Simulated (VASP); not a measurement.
# Co (P-3m1) in VASP: further runs, part 2 of 2

VASP 6.6.1.

**3. Single point, LDA, collinear spin, ferromagnetic start**

This run uses another cell than the first one, of 10.89 Å³/atom, 1.020 times its volume.

INCAR

```
PREC     = Accurate       # precision mode
ENCUT    = 520            # plane-wave cutoff, eV
EDIFF    = 1E-6           # SCF threshold, eV
ISMEAR   = -1             # smearing method
SIGMA    = 0.1            # smearing width, eV
LREAL    = F              # projectors in reciprocal space
LASPH    = T              # aspherical terms in the spheres
NELM     = 150            # most SCF steps
ALGO     = Normal         # electronic algorithm
ISIF     = 2              # what is computed and relaxed
LWAVE    = F              # write WAVECAR
LCHARG   = F              # write CHGCAR
ISPIN    = 2              # spin polarisation
MAGMOM   = 3.2 3.2        # initial moments
LORBIT   = 11             # projections on sites
LMAXMIX  = 4              # l up to which the mixer works
NBANDS   = 20             # bands
```

KPOINTS

```
regular mesh
0
Gamma
  11 11 6
```

POSCAR

```
Co
1.0
    2.4873650000      0.0000000000      0.0000000000
   -1.2436820000      2.1541210000      0.0000000000
    0.0000000000      0.0000000000      4.0632900000
Co
2
Direct
    0.6666666667      0.3333333333      0.2598610000
    0.3333333333      0.6666666667      0.7401390000
```

Potentials or basis: VASP PAW LDA potentials, release 64 (Co).

On the command line:

```
> cat potpaw_LDA.64/Co/POTCAR > POTCAR
> mpirun -np 1 vasp_std > vasp.out
```

Run time: 32 s. Hardware: 1 thread of Intel Xeon Platinum 8559C (Emerald Rapids), shared host; peak memory 0.16 GiB.

The run converged. Its results:

```yaml
Free_energy: -16.1489 eV
Pressure: -18.6 GPa
Largest_force: 0.427 eV/Å
Net_moment: 3.07 μB per cell
Site_moments: Co +1.54 μB
Valence_electrons_inside_the_program's_atomic_spheres: Co 8.28
```

Forces on the atoms (eV/Å):
```
Co   0.000  0.000 -0.427
Co   0.000  0.000  0.427
```

Stress tensor (GPa, compression positive):
```
-17.92   0.00   0.00
  0.00 -17.92   0.00
  0.00   0.00 -20.03
```

Levels at points of the mesh, in eV from the Fermi level:
Spin up:
| k point | band 9 | band 10 | band 11 | band 12 | band 13 | band 14 |
| --- | --- | --- | --- | --- | --- | --- |
| (0.00, 0.00, 0.00) | -1.71 | -0.63 | -0.63 | -0.15 | 6.22 | 22.07 |
| (0.00, 0.00, 0.50) | -1.05 | -1.05 | -0.86 | -0.86 | 14.15 | 15.33 |
Spin down:
| k point | band 4 | band 5 | band 6 | band 7 | band 8 | band 9 | band 10 | band 11 |
| --- | --- | --- | --- | --- | --- | --- | --- | --- |
| (0.00, 0.00, 0.00) | -1.03 | -1.03 | -0.71 | -0.71 | -0.18 | -0.18 | 0.02 | 0.98 |
| (0.00, 0.00, 0.50) | -1.36 | -1.09 | -1.09 | -1.08 | -1.08 | 0.55 | 0.55 | 0.72 |

**4. Single point, LDA, collinear spin, ferromagnetic start**

This run uses another cell than the first one, of 11.10 Å³/atom, 1.041 times its volume.

INCAR

```
SYSTEM = Co
PREC = Accurate
ENCUT = 520
EDIFF = 1E-6
ISMEAR = -1
SIGMA = 0.1
LREAL = .False.
LASPH = .True.
NELM = 150
ALGO = Normal
ISIF = 2
LWAVE = .False.
LCHARG = .True.
ISPIN = 2
MAGMOM = 3.2 3.2
LORBIT = 11
LMAXMIX = 4
LELF = .True.
LVHAR = .True.
NBANDS = 20
```

KPOINTS

```
Automatic mesh
0
Gamma
  11 11 6
  0 0 0
```

POSCAR

```
Co
1.0
    2.5038380960      0.0000000000      0.0000000000
   -1.2519185447      2.1683871177      0.0000000000
    0.0000000000      0.0000000000      4.0901999895
Co
2
Direct
    0.6666666667      0.3333333333      0.2598610000
    0.3333333333      0.6666666667      0.7401390000
```

On the command line:

```
> cat potpaw_LDA.64/Co/POTCAR > POTCAR
> mpirun -np 1 vasp_std > vasp.out
```

Run time: 38 s. Hardware: 1 thread of Intel Xeon Platinum 8559C (Emerald Rapids), shared host; peak memory 0.16 GiB.

It converged, with:

* Free energy: -16.0937 eV
* Pressure: -22.0 GPa
* Largest force: 0.370 eV/Å
* Net moment: 3.09 μB per cell
* Site moments: Co +1.55 μB
* Valence electrons inside the program's atomic spheres: Co 8.25

Forces in eV/Å, atoms in the order of the input:
```
Co   0.000  0.000 -0.370
Co   0.000  0.000  0.370
```

Stress tensor (GPa, compression positive):
```
-21.38   0.00   0.00
  0.00 -21.38   0.00
  0.00   0.00 -23.21
```

Levels at points of the mesh, in eV from the Fermi level:
Spin up:
| k point | band 9 | band 10 | band 11 | band 12 | band 13 | band 14 |
| --- | --- | --- | --- | --- | --- | --- |
| (0.00, 0.00, 0.00) | -1.70 | -0.66 | -0.66 | -0.14 | 6.05 | 21.90 |
| (0.00, 0.00, 0.50) | -1.06 | -1.06 | -0.88 | -0.88 | 13.94 | 15.10 |
Spin down:
```tsv
k point	band 4	band 5	band 6	band 7	band 8	band 9	band 10	band 11
(0.00, 0.00, 0.00)	-0.99	-0.99	-0.68	-0.68	-0.16	-0.16	0.03	0.96
(0.00, 0.00, 0.50)	-1.31	-1.05	-1.05	-1.04	-1.04	0.54	0.54	0.71
```

**5. Single point, LDA, collinear spin, ferromagnetic start**

This run uses another cell than the first one, of 11.32 Å³/atom, 1.061 times its volume.

INCAR

```
SYSTEM = Co
  ALGO = Normal
  EDIFF = 1E-6
  ENCUT = 520
  GGA = CA
  ISIF = 2
  ISMEAR = -1
  ISPIN = 2
  LASPH = .True.
  LCHARG = .True.
  LELF = .True.
  LMAXMIX = 4
  LORBIT = 11
  LREAL = .False.
  LVHAR = .True.
  LWAVE = .False.
  MAGMOM = 3.2 3.2
  NBANDS = 20
  NELM = 150
  PREC = Accurate
  SIGMA = 0.1
```

KPOINTS

```
k-points
0
Gamma
  11 11 6
  0 0 0
```

POSCAR

```
Co
1.0
    2.5200972405      0.0000000000      0.0000000000
   -1.2600481137      2.1824679481      0.0000000000
    0.0000000000      0.0000000000      4.1167604739
Co
2
Direct
    0.6666666667      0.3333333333      0.2598610000
    0.3333333333      0.6666666667      0.7401390000
```

On the command line:

```
> cat potpaw_LDA.64/Co/POTCAR > POTCAR
> mpirun -np 1 vasp_std > vasp.out
```

Run time: 37 s. Hardware: 1 thread of Intel Xeon Platinum 8559C (Emerald Rapids), shared host; peak memory 0.17 GiB.

Results (log left out):

| Item | Value |
| --- | --- |
| Free energy | -16.0300 eV |
| Pressure | -24.9 GPa |
| Largest force | 0.317 eV/Å |
| Net moment | 3.11 μB per cell |
| Site moments | Co +1.57 μB |
| Valence electrons inside the program's atomic spheres | Co 8.21 |

Forces on the atoms (eV/Å):
```
Co   0.000  0.000 -0.317
Co   0.000  0.000  0.317
```

Stress tensor (GPa, compression positive):
```
-24.41   0.00   0.00
  0.00 -24.41   0.00
  0.00   0.00 -26.00
```

Levels at points of the mesh, in eV from the Fermi level:
Spin up:
```
           k point  band 8  band 9  band 10  band 11  band 12  band 13  band 14  band 15
(0.00, 0.00, 0.00)   -1.70   -1.70    -0.69    -0.69    -0.13     5.88    21.74    23.90
(0.00, 0.00, 0.50)   -2.42   -1.08    -1.08    -0.90    -0.90    13.73    14.87    22.30
```
Spin down:
| k point | band 3 | band 4 | band 5 | band 6 | band 7 | band 8 | band 9 | band 10 | band 11 | band 12 |
| --- | --- | --- | --- | --- | --- | --- | --- | --- | --- | --- |
| (0.00, 0.00, 0.00) | -1.04 | -0.96 | -0.96 | -0.66 | -0.66 | -0.15 | -0.15 | 0.03 | 0.94 | 0.94 |
| (0.00, 0.00, 0.50) | -1.71 | -1.27 | -1.02 | -1.02 | -1.01 | -1.01 | 0.53 | 0.53 | 0.69 | 0.69 |

**6. Single point, LDA, collinear spin, ferromagnetic start**

This run uses another cell than the first one, of 11.54 Å³/atom, 1.082 times its volume.

INCAR

```
SYSTEM = Co
ALGO = Normal
EDIFF = 1E-7
ENCUT = 520
ISIF = 2
ISMEAR = -1
ISPIN = 2
LASPH = .True.
LCHARG = .False.
LMAXMIX = 4
LORBIT = 11
LREAL = .False.
LWAVE = .False.
MAGMOM = 3.2 3.2
NBANDS = 20
NELM = 150
PREC = Accurate
SIGMA = 0.1
```

KPOINTS is that of step 5.

POSCAR

```
Co
1.0
    2.5361492480      0.0000000000      0.0000000000
   -1.2680741142      2.1963693926      0.0000000000
    0.0000000000      0.0000000000      4.1429825852
Co
2
Direct
    0.6666666667      0.3333333333      0.2598610000
    0.3333333333      0.6666666667      0.7401390000
```

Potentials or basis: VASP PAW LDA potentials, release 64 (Co).

On the command line:

```
> cat potpaw_LDA.64/Co/POTCAR > POTCAR
> mpirun -np 1 vasp_std > vasp.out
```

Run time: 38 s. Hardware: 1 thread of Intel Xeon Platinum 8559C (Emerald Rapids), shared host; peak memory 0.17 GiB.

Results (log left out):

```
Free energy                                           : -15.9587 eV
Pressure                                              : -27.5 GPa
Largest force                                         : 0.268 eV/Å
Net moment                                            : 3.13 μB per cell
Site moments                                          : Co +1.58 μB
Valence electrons inside the program's atomic spheres : Co 8.18
```

Forces in eV/Å, atoms in the order of the input:
```
Co   0.000  0.000 -0.268
Co   0.000  0.000  0.268
```

Stress tensor (GPa, compression positive):
```
-27.06   0.00   0.00
  0.00 -27.06   0.00
  0.00   0.00 -28.41
```

Levels at points of the mesh, in eV from the Fermi level:
Spin up:
```csv
k point,band 8,band 9,band 10,band 11,band 12,band 13,band 14,band 15
"(0.00, 0.00, 0.00)",-1.70,-1.70,-0.71,-0.71,-0.11,5.73,21.57,23.56
"(0.00, 0.00, 0.50)",-2.40,-1.10,-1.10,-0.92,-0.92,13.53,14.65,22.12
```
Spin down:
```tsv
k point	band 4	band 5	band 6	band 7	band 8	band 9	band 10	band 11
(0.00, 0.00, 0.00)	-0.93	-0.93	-0.64	-0.64	-0.14	-0.14	0.04	0.92
(0.00, 0.00, 0.50)	-1.24	-0.98	-0.98	-0.97	-0.97	0.53	0.53	0.68
```

**7. Summary**

| cell | gap on the mesh (eV) | pressure (GPa) | moment (μB) | largest force (eV/Å) |
| --- | --- | --- | --- | --- |
| a = 2.471, b = 2.471, c = 4.036 Å, angles 90.0, 90.0, 120.0°, 2 atoms | none | -14.8 | 3.05 | 0.49 |
| a = 2.487, b = 2.487, c = 4.063 Å, angles 90.0, 90.0, 120.0°, 2 atoms | none | -18.6 | 3.07 | 0.43 |
| a = 2.504, b = 2.504, c = 4.090 Å, angles 90.0, 90.0, 120.0°, 2 atoms | none | -22.0 | 3.09 | 0.37 |
| a = 2.520, b = 2.520, c = 4.117 Å, angles 90.0, 90.0, 120.0°, 2 atoms | none | -24.9 | 3.11 | 0.32 |
| a = 2.536, b = 2.536, c = 4.143 Å, angles 90.0, 90.0, 120.0°, 2 atoms | none | -27.5 | 3.13 | 0.27 |

Alike in all rows: task single point; level LDA; potentials or basis VASP PAW LDA potentials, release 64 (Co); spin collinear, ferromagnetic start; k mesh 11 × 11 × 6; cutoff (eV) 520; smearing fermi-dirac 0.1 eV.

Absolute energies hang on the potentials; compare differences alone.
